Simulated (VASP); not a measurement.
Runs of VASP 6.6.1 on ZnSnN2. Symmetry: P-4m2, No. 115, tetragonal system. Conventional cell: a = 3.382 Å, b = 3.382 Å, c = 4.700 Å, α = 90.00°, β = 90.00°, γ = 90.00°. Within 2.7 Å of Zn (site symmetry -4m2) lie 4 N at 2.05 Å. N (site symmetry 2mm) has 2 Zn at 2.05 Å and 2 Sn at 2.07 Å within 2.7 Å. Sn (site symmetry -4m2) has 4 N at 2.07 Å within 2.7 Å. 

```tsv
k mesh	smearing	gap on the mesh (eV)	pressure (GPa)	largest force (eV/Å)
6 × 6 × 4, shifted	fermi-dirac 0.02 eV	(a)	-0.4	0.15
6 × 6 × 4	fermi-dirac 0.02 eV	none	-0.3	0.16
8 × 8 × 1	fermi-dirac 0.02 eV	(b)	0.4	0.38
6 × 6 × 4	methfessel-paxton 0.5 eV	none	-0.4	0.16
```

Alike in all rows: task single point; level PBEsol; potentials or basis VASP PAW PBE potentials, release 64 (Zn, N, Sn_d); no spin polarisation; cell as given; cutoff (eV) 520.

**Question.** Estimate the missing entries.

**Answer.** (a) 1.39; (b) 0.03.

Caveats: some runs use coarse meshes; the PAW data sets were made with another functional, which shifts forces and pressure a little; spin-orbit coupling is left out, which moves the levels of the heavy elements.

A k mesh can miss the band edges, and the runs leave out spin-orbit coupling on Sn.

A gap of «none» marks levels without a gap at the run's occupations.
